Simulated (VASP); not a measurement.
# Ir (Fm-3m) in VASP: a series of runs, part 2 of 2

VASP 6.6.1.

### Step 4. Single point, PBEsol

INCAR reads:

```
ALGO = Normal
EDIFF = 1E-6
ENCUT = 500
GGA = PS
GGA_COMPAT = F
ISIF = 2
ISMEAR = 0
LASPH = T
LCHARG = T
LELF = T
LREAL = F
LVHAR = T
LWAVE = F
NBANDS = 14
NELM = 120
PREC = Accurate
SIGMA = 0.15
```

KPOINTS reads:

```
k-points
0
Gamma
  22 22 22
```

POSCAR reads:

```
Ir
1.0
    0.0000000000      1.9197000000      1.9197000000
    1.9197000000      0.0000000000      1.9197000000
    1.9197000000      1.9197000000      0.0000000000
Ir
1
Direct
    0.0000000000      0.0000000000      0.0000000000
```

Potentials or basis: VASP PAW PBE potentials, release 64 (Ir_sv_GW).

Command:

```bash
$ cat potpaw_PBE.64/Ir_sv_GW/POTCAR > POTCAR
$ mpirun -np 1 vasp_std > vasp.out
```

OUTCAR:

```text
EDIFF = 1E-6
   ENCUT = 500
   GGA = PS
   ISIF = 2
   ISMEAR = 0
   LASPH = T
   LREAL = F
   NELM = 120
   PREC = Accurate

 ion  position               nearest neighbor table
   1  0.000  0.000  0.000-

  LATTYP: Found a face centered cubic cell.
 ALAT       =     3.8394000000

  Lattice vectors:

 A1 = (   0.0000000000,   1.9197000000,   1.9197000000)
 A2 = (   1.9197000000,   0.0000000000,   1.9197000000)
 A3 = (   1.9197000000,   1.9197000000,   0.0000000000)

Analysis of symmetry for initial positions (statically):
=====================================================================
 Subroutine PRICEL returns:
 Original cell was already a primitive cell.

 Routine SETGRP: Setting up the symmetry group for a
 face centered cubic supercell.

 Subroutine GETGRP returns: Found 48 space group operations
 (whereof 48 operations were pure point group operations)
 out of a pool of 48 trial point group operations.

The static configuration has the point symmetry O_h .

Analysis of symmetry for dynamics (positions and initial velocities):
=====================================================================
[... 161 lines left out ...]
 Fermi energy:        12.7052719961

 k-point     1 :       0.0000    0.0000    0.0000
  band No.  band energies     occupation
      1     -80.2650      2.00000
      2     -36.6718      2.00000
      3     -36.6718      2.00000
      4     -36.6718      2.00000
      5       1.5668      2.00000
      6       8.8383      2.00000
      7       8.8383      2.00000
      8       8.8383      2.00000
      9      11.5500      2.00000
     10      11.5500      2.00000
     11      26.3227      0.00000
     12      31.8256      0.00000
     13      31.8256      0.00000
     14      31.8256      0.00000
[... 377 lines left out ...]
      1     -80.2006      2.00000
      2     -37.4492      2.00000
      3     -36.7959      2.00000
      4     -36.7837      2.00000
      5       4.6859      2.00000
      6       8.6828      2.00000
      7       8.8096      2.00000
      8      11.4161      2.00000
      9      13.5115      0.00000
     10      14.0791      0.00000
     11      20.1512      0.00000
     12      26.1924      0.00000
     13      31.6202      0.00000
     14      32.0323      0.00000

 [... further k-points ...]
[... 5 lines left out ...]
  --------------------------------------------------------------------------------------
  -------------------------------------------------------------------------------------
  Total       -0.5158846     -0.5158846     -0.5158846     -0.0000000      0.0000000     -0.0000000
  in kB      -58.4161616    -58.4161616    -58.4161616     -0.0000000      0.0000000     -0.0000000
  external PRESSURE =     -58.4161616 kB  Pullay stress =       0.0000000 kB

 VOLUME and BASIS-vectors are now :
 -----------------------------------------------------------------------------
  energy-cutoff  :      500.00
  volume of cell :       14.15
      direct lattice vectors                 reciprocal lattice vectors
     0.000000000  1.919700000  1.919700000    -0.260457363  0.260457363  0.260457363
     1.919700000  0.000000000  1.919700000     0.260457363 -0.260457363  0.260457363
     1.919700000  1.919700000  0.000000000     0.260457363  0.260457363 -0.260457363

 POSITION                                       TOTAL-FORCE (eV/Angst)
 -----------------------------------------------------------------------------------
      0.00000      0.00000      0.00000         0.000000     -0.000000     -0.000000
 -----------------------------------------------------------------------------------
    total drift:                                0.000000      0.000000     -0.000000

  FREE ENERGIE OF THE ION-ELECTRON SYSTEM (eV)
  ---------------------------------------------------
  free  energy   TOTEN  =       -10.3961916183 eV

  energy  without entropy=      -10.3840009346  energy(sigma->0) =      -10.39009628
```

OSZICAR:

```text
N       E                     dE             d eps       ncg     rms          rms(c)
DAV:   1     0.100522919772E+03    0.10052E+03   -0.11238E+04  9656   0.123E+03
DAV:   2    -0.101847556664E+02   -0.11071E+03   -0.10614E+03 11542   0.376E+02
DAV:   3    -0.116557387833E+02   -0.14710E+01   -0.14664E+01 10138   0.403E+01
DAV:   4    -0.116577945483E+02   -0.20558E-02   -0.20557E-02 10828   0.183E+00
DAV:   5    -0.116577983744E+02   -0.38261E-05   -0.38265E-05 10252   0.734E-02    0.756E+01
DAV:   6    -0.105105205716E+02    0.11473E+01   -0.15224E+00  9580   0.131E+01    0.409E+01
DAV:   7    -0.104163141529E+02    0.94206E-01   -0.45293E-01 10432   0.660E+00    0.734E+00
DAV:   8    -0.103963389981E+02    0.19975E-01   -0.72279E-02  9238   0.332E+00    0.711E-01
DAV:   9    -0.103963126602E+02    0.26338E-04   -0.77920E-04 10282   0.329E-01    0.239E-01
DAV:  10    -0.103961934208E+02    0.11924E-03   -0.20250E-04 10144   0.204E-01    0.117E-01
DAV:  11    -0.103961915471E+02    0.18737E-05   -0.67463E-06 10336   0.333E-02    0.309E-02
DAV:  12    -0.103961916183E+02   -0.71184E-07   -0.19639E-07  4850   0.484E-03
   1 F= -.10396192E+02 E0= -.10390096E+02  d E =-.121907E-01
```

stdout:

```text
POSCAR found type information on POSCAR Ir
 POSCAR found :  1 types and       1 ions
 scaLAPACK will be used
 -----------------------------------------------------------------------------
|                                                                             |
|                                                                             |
|     You enforced a specific xc type in the INCAR file but a different       |
|     I HOPE YOU KNOW WHAT YOU ARE DOING!                                     |
|                                                                             |
 -----------------------------------------------------------------------------

 LDA part: xc-table for (Slater+PW92), standard interpolation
 POSCAR, INCAR and KPOINTS ok, starting setup
 FFT: planning ... GRIDC
 FFT: planning ... GRID_SOFT
 FFT: planning ... GRID
 WAVECAR not read
 entering main loop
```

Wall time 31 s (1 thread of Intel Xeon Platinum 8375C at 2.90GHz (Ice Lake), shared host); peak memory 0.18 GiB.

Results:

```yaml
Free_energy: -10.3962 eV
Pressure: -5.8 GPa
```

Levels at points of the mesh, in eV from the Fermi level:
```
           k point  band 4  band 5  band 6  band 7  band 8  band 9  band 10  band 11  band 12  band 13
(0.00, 0.00, 0.00)  -49.38  -11.14   -3.87   -3.87   -3.87   -1.16    -1.16    13.62    19.12    19.12
(0.50, 0.00, 0.00)  -49.49   -8.10   -3.97   -3.97   -0.78    0.94     0.94     7.28    13.27    19.11
(0.50, 0.50, 0.00)  -49.67   -7.90   -7.33    0.92    1.52    1.52     1.68    10.52    11.47    11.47
```

Caveat: the PAW data sets were made with another functional, which shifts forces and pressure a little; spin-orbit coupling is left out, which moves the levels of the heavy elements.

### Step 5. Overview

```tsv
potentials or basis	k mesh	cutoff (eV)	second run	gap on the mesh (eV)	pressure (GPa)
VASP PAW PBE potentials, release 64 (Ir)	22 × 22 × 22	520	-	none	-1.6
VASP PAW PBE potentials, release 64 (Ir)	24 × 24 × 24	520	-	none	-1.8
VASP PAW PBE potentials, release 64 (Ir_sv_GW)	22 × 22 × 22	500	valence_matched	none	-5.8
```

Alike in all rows: task single point; level PBEsol; no spin polarisation; cell as given; smearing gaussian 0.15 eV.

Caveats: the PAW data sets were made with another functional, which shifts forces and pressure a little; spin-orbit coupling is left out, which moves the levels of the heavy elements.

Absolute energies hang on the potentials; compare differences alone.
